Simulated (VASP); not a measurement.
Runs of VASP 6.6.1 on Ti4HBr. The structure is that of space group P4/mmm (No. 123), or close to it. The cells are those of the table. 

| task | spin | cell | k mesh | cutoff (eV) | gap on the mesh (eV) | pressure (GPa) | moment (μB) | largest force (eV/Å) |
| --- | --- | --- | --- | --- | --- | --- | --- | --- |
| single point | collinear, ferromagnetic start | a = 3.726, b = 3.726, c = 7.160 Å, 6 atoms | 4 × 4 × 4 | 520 | none | (a) | 1.10 | - |
| relaxation of cell and atoms | off | relaxed from a = 3.726, b = 3.726, c = 7.160 Å, 6 atoms | 6 × 6 × 4 | 600 | none | 0.0 | - | 0.02 |
| single point | collinear, ferromagnetic start | a = 3.841, b = 3.841, c = 5.561 Å, 6 atoms | 4 × 4 × 4 | 520 | none | (b) | 0.00 | 1.04 |
| single point | off | a = 3.713, b = 3.713, c = 7.209 Å, 6 atoms | 6 × 6 × 4 | 520 | none | (c) | - | 0.03 |
| single point | off | a = 3.717, b = 3.717, c = 7.212 Å, 6 atoms | 10 × 10 × 6 | 520 | none | -0.1 | - | - |

Alike in all rows: level PBE; potentials or basis VASP PAW PBE potentials, release 64 (Ti_sv, H, Br); smearing gaussian 0.1 eV.

Fill in the values left out.

(a) 0.1; (b) 17.5; (c) 0.2.

Caveats: some runs use coarse meshes; forces of over 1 eV/Å act on the atoms, so gaps and moduli don't describe the material at rest (some runs).

A k mesh can miss the band edges, and the runs leave out spin-orbit coupling on Br.

A gap of «none» marks levels without a gap at the run's occupations.
